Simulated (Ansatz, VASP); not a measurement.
One calculation of Bi2Te3, two programs

```xyz
5
Lattice="2.2506 1.2994 10.1558 -2.2506 1.2994 10.1558 0.0000 -2.5988 10.1558" Properties=species:S:1:pos:R:3 pbc="T T T"
Bi    0.0000    0.0000   12.1491
Bi    0.0000    0.0000   18.3182
Te    0.0000    0.0000    6.4978
Te    0.0000    0.0000   23.9694
Te    0.0000    0.0000    0.0000
```

Change from the starting cell: epitaxial_xy strain +2.5%.

Alike in both runs: task single point; functional PBE; k mesh 8 × 8 × 8; occupations fermi-dirac, width 0.02 eV; no spin polarisation.

```csv
,VASP,Ansatz
version,VASP 6.6.1,Ansatz 0.2.0
potentials or method,"VASP PAW PBE potentials, release 64 (Bi_d, Te)","plane waves, PAW"
plane-wave cutoff (eV),520,420
valence electrons in the cell,48,78
```

```csv
,VASP,Ansatz,Ansatz less VASP
pressure (GPa),0.5,0.5,+0.01
"traceless stress, the component that is largest in VASP (GPa)",0.78,0.78,+0.001
rms of the force components (eV/Å),0.061,0.057,-0.0044
```

Atom by atom the forces differ by 0.005 eV/Å (rms over components). VASP's potentials hold 48 valence electrons a cell and Ansatz's 78, so a difference there can come from the potentials and not from the codes.

Spin-orbit coupling is off throughout.
